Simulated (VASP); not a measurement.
## YHfF3: relaxation of cell and atoms with PBE

The system is YHfF3.

```xyz
5
Lattice="4.0382 0.0000 0.0000 0.0000 4.0382 0.0000 0.0000 0.0000 4.0382" Properties=species:S:1:pos:R:3 pbc="T T T"
Y     2.0191    2.0191    2.0191
Hf    0.0000    0.0000    0.0000
F     2.0191    0.0000    0.0000
F     0.0000    2.0191    0.0000
F     0.0000    0.0000    2.0191
```

```yaml
Program: VASP 6.6.1
Task: relaxation of cell and atoms
Functional: PBE
Potentials_or_basis: VASP PAW PBE potentials, release 64 (Y_sv, Hf_pv, F)
Cutoff: 600 eV
k_mesh: 4 × 4 × 4
Occupations: gaussian, width 0.1 eV
Spin: no spin polarisation
Dipole_correction: no
Further_INCAR_settings: ALGO = Normal; EDIFF = 1e-06; IBRION = 2; EDIFFG = -0.04; NSW = 90; ISIF = 3
```

```yaml
Relaxed_volume: 17.09 Å³/atom
Relaxed_cell: a = 4.404 Å, b = 4.404 Å, c = 4.404 Å, α = 90.00°, β = 90.00°, γ = 90.00°
Space_group_after_relaxing_to_0.05_Å: Pm-3m (No. 221)
Energy_gained_by_relaxing: 311.4 meV/atom
Ionic_steps: 4
Pressure_after_relaxing: 0.0 GPa
```

Step by step:
| step | energy change (eV) | largest force (eV/Å) | pressure (GPa) | volume (Å³) |
| --- | --- | --- | --- | --- |
| 1 | 0.0000 | 0.0000 | 32.92 | 65.85 |
| 2 | -1.3350 | 0.0000 | -6.93 | 95.16 |
| 3 | -1.5556 | 0.0000 | 0.65 | 84.66 |
| 4 | -1.5572 | 0.0000 | 0.00 | 85.43 |

Final structure:
```
Y Hf F
1.0
     4.40424    0.00000    0.00000
     0.00000    4.40424    0.00000
     0.00000    0.00000    4.40424
Y Hf F
1 1 3
Cartesian
  2.2021 2.2021 2.2021
  0.0000 0.0000 0.0000
  2.2021 0.0000 0.0000
  0.0000 2.2021 0.0000
  0.0000 0.0000 2.2021
```

Levels at points of the mesh, in eV from the Fermi level:
| k point | band 18 | band 19 | band 20 | band 21 | band 22 | band 23 |
| --- | --- | --- | --- | --- | --- | --- |
| (0.00, 0.00, 0.00) | -7.93 | -7.93 | -2.88 | -0.74 | -0.74 | -0.74 |
| (0.50, 0.00, 0.00) | -7.99 | -7.99 | -0.65 | -0.16 | -0.05 | 0.25 |
| (0.50, 0.50, 0.00) | -8.21 | -7.54 | -0.15 | 0.14 | 0.14 | 0.25 |
| (0.50, 0.50, 0.50) | -7.52 | -7.52 | 0.06 | 0.06 | 0.06 | 1.29 |

Wall time 44 s on 1 thread of Intel(R) Xeon(R) 6975P-C (Granite Rapids), with other jobs on the host, peak memory 0.2 GiB.

Caveat: the k points lie up to 0.36 Å⁻¹ apart in the final cell; the volume moved by over 15 % at a fixed basis, so the end points are rough; the bands computed are all filled at some k points, so no gap is given; spin-orbit coupling is left out, which moves the levels of the heavy elements.
